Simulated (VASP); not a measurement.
Input of a VASP 6.6.1 run:

INCAR

```
PREC     = Accurate       # precision mode
ENCUT    = 500            # plane-wave cutoff, eV
EDIFF    = 1E-6           # SCF threshold, eV
ISMEAR   = 0              # smearing method
SIGMA    = 0.03           # smearing width, eV
LREAL    = F              # projectors in reciprocal space
LASPH    = T              # aspherical terms in the spheres
NELM     = 120            # most SCF steps
ALGO     = Normal         # electronic algorithm
ISIF     = 2              # what is computed and relaxed
LWAVE    = F              # write WAVECAR
LCHARG   = F              # write CHGCAR
GGA      = PE             # functional
IVDW     = 12             # dispersion correction
NBANDS   = 20             # bands
GGA_COMPAT= F
```

Contents of KPOINTS:

```
regular mesh
0
Gamma
  12 12 6
```

POSCAR

```
SnSe2
1.0
    3.8400433021      0.0000000000      0.0000000000
   -1.9200216511      3.3255750513      0.0000000000
    0.0000000000      0.0000000000      6.0099097605
Sn Se
1 2
Direct
    0.0000000000      0.0000000000      0.0000000000
    0.3333333333      0.6666666667      0.2651331237
    0.6666666667      0.3333333333      0.7348668763
```

Potentials or basis: VASP PAW PBE potentials, release 64 (Sn_d, Se).

Command:

```sh
$ cat potpaw_PBE.64/Sn_d/POTCAR potpaw_PBE.64/Se/POTCAR > POTCAR
$ mpirun -np 1 vasp_std > vasp.out
```

(1) What does it give for the largest force?

(2) Predict the dispersion energy per atom.

## Answers

(1) 0.015 eV/Å.

(2) -0.364 eV.
